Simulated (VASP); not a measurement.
# Cu (P6_3/mmc) in VASP: a series of runs, part 2 of 2

VASP 6.6.1.

## Step 5: Single point, PBE

This run uses another cell than the first one, of 12.45 Å³/atom, 1.040 times its volume.

Contents of INCAR:

```
PREC = Accurate
ENCUT = 520
EDIFF = 1E-7
ISMEAR = -4
SIGMA = 0.1
LREAL = False
LASPH = True
NELM = 80
ALGO = Fast
ISIF = 2
LWAVE = False
LCHARG = False
GGA = PE
NBANDS = 18
```

Contents of KPOINTS:

```
Automatic mesh
0
Gamma
  24 24 12
```

Contents of POSCAR:

```
Cu
1.0
    2.5680103729      0.0000000000      0.0000000000
   -1.2840051864      2.2239622201      0.0000000000
    0.0000000000      0.0000000000      4.3612692838
Cu
2
Direct
    0.3333333333      0.6666666667      0.2500000000
    0.6666666667      0.3333333333      0.7500000000
```

Potentials or basis: VASP PAW PBE potentials, release 64 (Cu).

The run is started by

```sh
$ cat potpaw_PBE.64/Cu/POTCAR > POTCAR
$ mpirun -np 1 vasp_std > vasp.out
```

OUTCAR:

```text
PREC = Accurate
   ENCUT = 520
   EDIFF = 1E-7
   ISMEAR = -4
   LREAL = False
   LASPH = True
   NELM = 80
   ISIF = 2
   GGA = PE

 ion  position               nearest neighbor table
   1  0.333  0.667  0.250-   2 2.64   2 2.64   2 2.64   2 2.64   2 2.64   2 2.64
   2  0.667  0.333  0.750-   1 2.64   1 2.64   1 2.64   1 2.64   1 2.64   1 2.64

  LATTYP: Found a hexagonal cell.
 ALAT       =     2.5680103729
 C/A-ratio  =     1.6983067241

  Lattice vectors:

 A1 = (   2.5680103729,   0.0000000000,   0.0000000000)
 A2 = (  -1.2840051864,   2.2239622201,   0.0000000000)
 A3 = (   0.0000000000,   0.0000000000,   4.3612692838)

Analysis of symmetry for initial positions (statically):
=====================================================================
 Subroutine PRICEL returns:
 Original cell was already a primitive cell.

 Routine SETGRP: Setting up the symmetry group for a
 hexagonal supercell.

 Subroutine GETGRP returns: Found 24 space group operations
 (whereof 12 operations were pure point group operations)
[... 160 lines left out ...]
 number of electron      21.9999991 magnetization

 Free energy of the ion-electron system (eV)
  ---------------------------------------------------
  ext. energy  EPLUGINS =         0.00000000
  ---------------------------------------------------
  free energy    TOTEN  =        -7.38978044 eV

  energy without entropy =       -7.38978044  energy(sigma->0) =       -7.38978044

 E-fermi :   6.9561     XC(G=0): -12.4200

 val. band max:        7.0788812294   @ k =   0.2917   0.1667   0.5000
 cond. band min:       6.9421387839   @ k =   0.2500  -0.0000   0.2500
 fundamental gap:     -0.1367424455
 Fermi energy:         6.9560879286

 k-point     1 :       0.0000    0.0000    0.0000
  band No.  band energies     occupation
      1      -2.0090      2.00000
      2       2.0621      2.00000
      3       3.9447      2.00000
      4       4.1192      2.00000
      5       4.1192      2.00000
      6       4.2820      2.00000
[... 481 lines left out ...]
      5       4.1494      2.00000
      6       4.1502      2.00000
[... 10 lines left out ...]
     17      19.7349      0.00000
     18      26.3073      0.00000

 [... further k-points ...]
[... 5 lines left out ...]
  --------------------------------------------------------------------------------------
  -------------------------------------------------------------------------------------
  Total       -0.4100711     -0.4100711     -1.1465741     -0.0000000      0.0000000      0.0000000
  in kB      -26.3774416    -26.3774416    -73.7523120     -0.0000000      0.0000000      0.0000000
  external PRESSURE =     -42.1690651 kB  Pullay stress =       0.0000000 kB

 VOLUME and BASIS-vectors are now :
 -----------------------------------------------------------------------------
  energy-cutoff  :      520.00
  volume of cell :       24.91
      direct lattice vectors                 reciprocal lattice vectors
     2.568010373  0.000000000  0.000000000     0.389406527  0.224823963  0.000000000
    -1.284005186  2.223962220  0.000000000     0.000000000  0.449647926  0.000000000
     0.000000000  0.000000000  4.361269284     0.000000000  0.000000000  0.229291047

 POSITION                                       TOTAL-FORCE (eV/Angst)
 -----------------------------------------------------------------------------------
     -0.00000      1.48264      1.09032        -0.000000      0.000000      0.000000
      1.28401      0.74132      3.27095         0.000000     -0.000000      0.000000
 -----------------------------------------------------------------------------------
    total drift:                                0.000000     -0.000000      0.000000

  FREE ENERGIE OF THE ION-ELECTRON SYSTEM (eV)
  ---------------------------------------------------
  free  energy   TOTEN  =        -7.3897804426 eV

  energy  without entropy=       -7.3897804426  energy(sigma->0) =       -7.38978044
```

OSZICAR:

```text
N       E                     dE             d eps       ncg     rms          rms(c)
DAV:   1     0.124575596209E+03    0.12458E+03   -0.10552E+04 16396   0.216E+03
DAV:   2    -0.295603725778E+01   -0.12753E+03   -0.12126E+03 15426   0.285E+02
DAV:   3    -0.909411443559E+01   -0.61381E+01   -0.59339E+01 17382   0.857E+01
DAV:   4    -0.915961347428E+01   -0.65499E-01   -0.65455E-01 18318   0.946E+00
DAV:   5    -0.916044995049E+01   -0.83648E-03   -0.83645E-03 18838   0.914E-01    0.108E+01
RMM:   6    -0.816614596754E+01    0.99430E+00   -0.11487E+01 17932   0.598E+01    0.663E+00
RMM:   7    -0.740494798603E+01    0.76120E+00   -0.21691E+00 17697   0.273E+01    0.130E+00
RMM:   8    -0.739143526185E+01    0.13513E-01   -0.47400E-02 18322   0.214E+00    0.319E-01
RMM:   9    -0.738953327259E+01    0.19020E-02   -0.10926E-02 18827   0.192E+00    0.333E-02
RMM:  10    -0.738974813912E+01   -0.21487E-03   -0.20804E-03 19410   0.495E-01    0.276E-02
RMM:  11    -0.738979159744E+01   -0.43458E-04   -0.23744E-04 19785   0.205E-01    0.430E-02
RMM:  12    -0.738977716690E+01    0.14431E-04   -0.10057E-04 19777   0.149E-01    0.600E-03
RMM:  13    -0.738978054062E+01   -0.33737E-05   -0.28778E-05 20120   0.486E-02    0.476E-03
RMM:  14    -0.738978091236E+01   -0.37173E-06   -0.25299E-06 17811   0.184E-02    0.568E-03
RMM:  15    -0.738978109284E+01   -0.18048E-06   -0.45385E-06 18429   0.361E-02    0.483E-03
RMM:  16    -0.738978049251E+01    0.60033E-06   -0.90291E-07 17164   0.161E-02    0.881E-04
RMM:  17    -0.738978044259E+01    0.49922E-07   -0.25850E-07 11196   0.417E-03
   1 F= -.73897804E+01 E0= -.73897804E+01  d E =0.000000E+00
```

Wall time 96 s (1 thread of Intel Xeon 6975P-C (Granite Rapids), shared host); peak memory 0.29 GiB.

What came out:

- Free energy: -7.3898 eV
- Pressure: -4.2 GPa
- Band gap on the k mesh: zero (band 11 reaches 11.07 eV, above the bottom of band 12 at 5.06 eV)

## Step 6: Single point, PBE (strain along c alone, the other axes held: +6.0 %)

Contents of INCAR:

```
PREC = Accurate
ENCUT = 520
EDIFF = 1E-6
ISMEAR = 0
SIGMA = 0.1
LREAL = F
LASPH = T
NELM = 60
ALGO = Fast
ISIF = 2
LWAVE = F
LCHARG = F
GGA = PE
NBANDS = 18
```

Contents of KPOINTS:

```
regular mesh
0
Gamma
  24 24 12
```

Changes to POSCAR since step 5:

```diff
@@ -4,3 +4,3 @@
    -1.2840051864      2.2239622201      0.0000000000
-    0.0000000000      0.0000000000      4.3612692838
+    0.0000000000      0.0000000000      4.4451398469
 Cu
```

Potentials or basis: VASP PAW PBE potentials, release 64 (Cu).

The run is started by

```sh
$ cat potpaw_PBE.64/Cu/POTCAR > POTCAR
$ mpirun -np 1 vasp_std > vasp.out
```

OUTCAR:

```text
PREC = Accurate
   ENCUT = 520
   EDIFF = 1E-6
   ISMEAR = 0
   LREAL = F
   LASPH = T
   NELM = 60
   ISIF = 2
   GGA = PE

 ion  position               nearest neighbor table
   1  0.333  0.667  0.250-   2 2.67   2 2.67   2 2.67   2 2.67   2 2.67   2 2.67
   2  0.667  0.333  0.750-   1 2.67   1 2.67   1 2.67   1 2.67   1 2.67   1 2.67

  LATTYP: Found a hexagonal cell.
 ALAT       =     2.5680103729
 C/A-ratio  =     1.7309664688

  Lattice vectors:

 A1 = (   2.5680103729,   0.0000000000,   0.0000000000)
 A2 = (  -1.2840051864,   2.2239622201,   0.0000000000)
 A3 = (   0.0000000000,   0.0000000000,   4.4451398469)

Analysis of symmetry for initial positions (statically):
=====================================================================
 Subroutine PRICEL returns:
 Original cell was already a primitive cell.

 Routine SETGRP: Setting up the symmetry group for a
 hexagonal supercell.

 Subroutine GETGRP returns: Found 24 space group operations
 (whereof 12 operations were pure point group operations)
 out of a pool of 24 trial point group operations.

The static configuration has the point symmetry D_3d.
 The point group associated with its full space group is D_6h.

Analysis of symmetry for dynamics (positions and initial velocities):
=====================================================================
 Subroutine PRICEL returns:
 Original cell was already a primitive cell.

 Routine SETGRP: Setting up the symmetry group for a
 hexagonal supercell.

 Subroutine GETGRP returns: Found 24 space group operations
 (whereof 12 operations were pure point group operations)
 out of a pool of 24 trial point group operations.

The dynamic configuration has the point symmetry D_3d.
 The point group associated with its full space group is D_6h.

 Subroutine INISYM returns: Found 24 space group operations
[... 107 lines left out ...]
   PSTRESS=    0.0 pullay stress
   NELECT =      22.0000    total number of electrons
   NUPDOWN=      -1.0000    fix difference up-down
   EMIN   =  10.00;   EMAX   =-10.00  energy-range for DOS
   EFERMI =   0.00;   METHOD = LEGACY
   ISMEAR =     0;   SIGMA  =   0.10  broadening in eV -4-tet -1-fermi 0-gaus
   EFERMI_NEDOS =   21; number of points for ismear=-14 and -15
   IALGO  =     68    algorithm
   IMIX   =      4    mixing-type and parameters
     AMIX     =   0.40;   BMIX     =  1.00
     AMIX_MAG =   1.60;   BMIX_MAG =  1.00
  volume/ion in A,a.u.               =      12.69        85.66
  Fermi-wavevector in a.u.,A,eV,Ry     =   1.560795  2.949475 33.144893  2.436081
  Thomas-Fermi vector in A             =   2.663955
   LORBIT       =      0    0 simple, 1 ext, 2 COOP (PROOUT), +10 PAW based schemes
   GGA     = PE    functional components
   LHFCALC =     F    Hartree Fock is set to
   AEXX    =    0.0000 exact exchange contribution
   IVDW    =     0    specifies the selected vdW correction
   LEPSILON=     F    determine dielectric tensor
   LRPA    =     F    only Hartree local field effects (RPA)
 non-spin polarized calculation
 RMM-DIIS sequential band-by-band and
 Gauss-broadening in eV      SIGMA  =   0.10
  energy-cutoff  :      520.00
  volume of cell :       25.39
 maximum number of plane-waves:       713
 NGX is ok and might be reduce to    20
   NGX =  9   NGY =  9   NGZ = 17

 number of electron      22.0000024 magnetization

 Free energy of the ion-electron system (eV)
  ---------------------------------------------------
  ext. energy  EPLUGINS =         0.00000000
  ---------------------------------------------------
  free energy    TOTEN  =        -7.39286103 eV

  energy without entropy =       -7.38870673  energy(sigma->0) =       -7.39078388

 E-fermi :   6.7422     XC(G=0): -12.3093

 val. band max:        6.7420297566   @ k =   0.2917   0.2083   0.2500
 cond. band min:       6.7427337312   @ k =   0.4583   0.0417   0.2500
 fundamental gap:      0.0007039746
 Fermi energy:         6.7421620736

 k-point     1 :       0.0000    0.0000    0.0000
  band No.  band energies     occupation
      1      -2.0906      2.00000
      2       1.8940      2.00000
      3       3.7318      2.00000
      4       3.9580      2.00000
      5       3.9580      2.00000
      6       4.1041      2.00000
[... 481 lines left out ...]
      5       4.0326      2.00000
      6       4.0372      2.00000
[... 10 lines left out ...]
     17      19.6472      0.00000
     18      26.1148      0.00000

 [... further k-points ...]
[... 5 lines left out ...]
  --------------------------------------------------------------------------------------
  -------------------------------------------------------------------------------------
  Total       -0.5715315     -0.5715315     -1.7222913     -0.0000000      0.0000000      0.0000000
  in kB      -36.0695845    -36.0695845   -108.6945028     -0.0000000      0.0000000      0.0000000
  external PRESSURE =     -60.2778906 kB  Pullay stress =       0.0000000 kB

 VOLUME and BASIS-vectors are now :
 -----------------------------------------------------------------------------
  energy-cutoff  :      520.00
  volume of cell :       25.39
      direct lattice vectors                 reciprocal lattice vectors
     2.568010373  0.000000000  0.000000000     0.389406527  0.224823963  0.000000000
    -1.284005186  2.223962220  0.000000000     0.000000000  0.449647926  0.000000000
     0.000000000  0.000000000  4.445139847     0.000000000  0.000000000  0.224964801

 POSITION                                       TOTAL-FORCE (eV/Angst)
 -----------------------------------------------------------------------------------
     -0.00000      1.48264      1.11128         0.000000      0.000000      0.000000
      1.28401      0.74132      3.33385        -0.000000     -0.000000      0.000000
 -----------------------------------------------------------------------------------
    total drift:                               -0.000000      0.000000     -0.000000

  FREE ENERGIE OF THE ION-ELECTRON SYSTEM (eV)
  ---------------------------------------------------
  free  energy   TOTEN  =        -7.3928610293 eV

  energy  without entropy=       -7.3887067343  energy(sigma->0) =       -7.39078388
```

stdout:

```text
POSCAR found type information on POSCAR Cu
 POSCAR found :  1 types and       2 ions
 scaLAPACK will be used
 LDA part: xc-table for (Slater+PW92), standard interpolation
 POSCAR, INCAR and KPOINTS ok, starting setup
 FFT: planning ... GRIDC
 FFT: planning ... GRID_SOFT
 FFT: planning ... GRID
 WAVECAR not read
 entering main loop
WARNING in EDDRMM: call to ZHEGV failed, returncode =   6  3     15
```

Run time: 84 s. Hardware: 1 thread of Intel Xeon 6975P-C (Granite Rapids), shared host; peak memory 0.26 GiB.

Results:

```yaml
Free_energy: -7.3929 eV
Pressure: -6.0 GPa
Band_gap_on_the_k_mesh: zero (band 11 reaches 10.91 eV, above the bottom of band 12 at 4.88 eV)
```

Caveat: the cell differs from its parent crystal (strain along c alone, the other axes held: +6.0 %).

## Step 7: The runs side by side

```csv
cell,smearing,further INCAR settings,gap on the mesh (eV),pressure (GPa)
"a = 2.568, b = 2.568, c = 4.194 Å, angles 90.0, 90.0, 120.0°, 2 atoms",gaussian 0.1 eV,ALGO = Fast; EDIFF = 1e-06; NBANDS = 18,none,1.2
"a = 2.568, b = 2.568, c = 4.277 Å, angles 90.0, 90.0, 120.0°, 2 atoms",gaussian 0.1 eV,ALGO = Fast; EDIFF = 1e-07; NBANDS = 18,none,-1.9
"a = 2.568, b = 2.568, c = 4.361 Å, angles 90.0, 90.0, 120.0°, 2 atoms",gaussian 0.1 eV,ALGO = Fast; EDIFF = 1e-06; NBANDS = 18,none,-3.4
"a = 2.568, b = 2.568, c = 4.361 Å, angles 90.0, 90.0, 120.0°, 2 atoms",tetrahedron,ALGO = Fast; EDIFF = 1e-07; NBANDS = 18,none,-4.2
"a = 2.568, b = 2.568, c = 4.445 Å, angles 90.0, 90.0, 120.0°, 2 atoms",gaussian 0.1 eV,ALGO = Fast; EDIFF = 1e-06; NBANDS = 18,none,-6.0
```

Alike in all rows: task single point; level PBE; potentials or basis VASP PAW PBE potentials, release 64 (Cu); no spin polarisation; k mesh 24 × 24 × 12; cutoff (eV) 520.

Total energies depend on the potentials used, so only differences within one code and one set of settings carry meaning.
